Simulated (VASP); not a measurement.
Ge: single point with PBEsol

The system is Ge.

```
Ge
1.0
     0.00000    2.73275    2.73275
     2.73275    0.00000    2.73275
     2.73275    2.73275    0.00000
Ge
2
Cartesian
  2.7327 2.7327 2.7327
  4.0991 4.0991 4.0991
```

- Program: VASP 6.6.1
- Task: single point
- Functional: PBEsol
- Potentials or basis: VASP PAW PBE potentials, release 64 (Ge_d)
- Cutoff: 520 eV
- k mesh: 14 × 14 × 14
- Occupations: fermi-dirac, width 0.05 eV
- Spin: no spin polarisation
- Dipole correction: no
- Further INCAR settings: ALGO = Normal; EDIFF = 1e-06; NBANDS = 21

The pressure is 9.9 GPa and the band gap on the k mesh is 0.33 eV (least direct gap 0.97 eV).

Levels at points of the mesh, in eV from the valence-band top:
```tsv
k point	band 11	band 12	band 13	band 14	band 15	band 16	band 17	band 18
(0.00, 0.00, 0.00)	-13.64	0.00	0.00	0.00	0.97	2.57	2.57	2.57
(0.50, 0.00, 0.00)	-11.27	-8.16	-1.58	-1.58	0.46	3.75	3.75	6.99
(0.50, 0.50, 0.00)	-9.33	-9.33	-3.47	-3.47	0.51	0.51	10.38	10.38
```

Run time: 54 s on 1 thread of Intel(R) Xeon(R) Platinum 8488C (Sapphire Rapids), with other jobs on the host, peak memory 0.21 GiB.

Caveat: the cell stands under pressure; semilocal functionals underestimate gaps, and a narrow one can read as zero; the PAW data sets were made with another functional, which shifts forces and pressure a little. A k mesh can miss the band edges.
